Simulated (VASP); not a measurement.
Input of a VASP 6.6.1 run:

INCAR

```
PREC = Accurate
ENCUT = 700
EDIFF = 1E-6
ISMEAR = 0
SIGMA = 0.05
LREAL = F
LASPH = T
NELM = 120
ALGO = Normal
ISIF = 2
LWAVE = F
LCHARG = F
GGA = CA
NBANDS = 22
GGA_COMPAT = F
```

KPOINTS

```
regular mesh
0
Gamma
  12 12 6
```

The input POSCAR:

```
NiO2
1.0
    2.7627792314      0.0000000000      0.0000000000
   -1.3813896157      2.3926369995      0.0000000000
    0.0000000000      0.0000000000      4.2061363981
Ni O
1 2
Direct
    0.0000000000      0.0000000000      0.5000000000
    0.6666666667      0.3333333333      0.6829609091
    0.3333333333      0.6666666667      0.3170390909
```

Potentials or basis: VASP PAW LDA potentials, release 64 (Ni_sv_GW, O).

Launch:

```console
$ cat potpaw_LDA.64/Ni_sv_GW/POTCAR potpaw_LDA.64/O/POTCAR > POTCAR
$ mpirun -np 1 vasp_std > vasp.out
```

**Question.** Predict the largest force.

**Answer.** 3.552 eV/Å.

**Question.** What does it give for the band gap on the k mesh?

**Answer.** 0.73 eV (least direct gap 1.33 eV).

**Question.** Predict the pressure.

**Answer.** 31.2 GPa.

Forces on the atoms (eV/Å):
```
Ni   0.000  0.000  0.000
O    0.000  0.000  3.552
O    0.000  0.000 -3.552
```

Caveat: the cell stands under pressure; the run has no spin polarisation, though such a crystal can be magnetic; forces of over 1 eV/Å act on the atoms, so gaps and moduli don't describe the material at rest. Spin polarisation is off, so any magnetic state and its effect on volume and gap are missing.
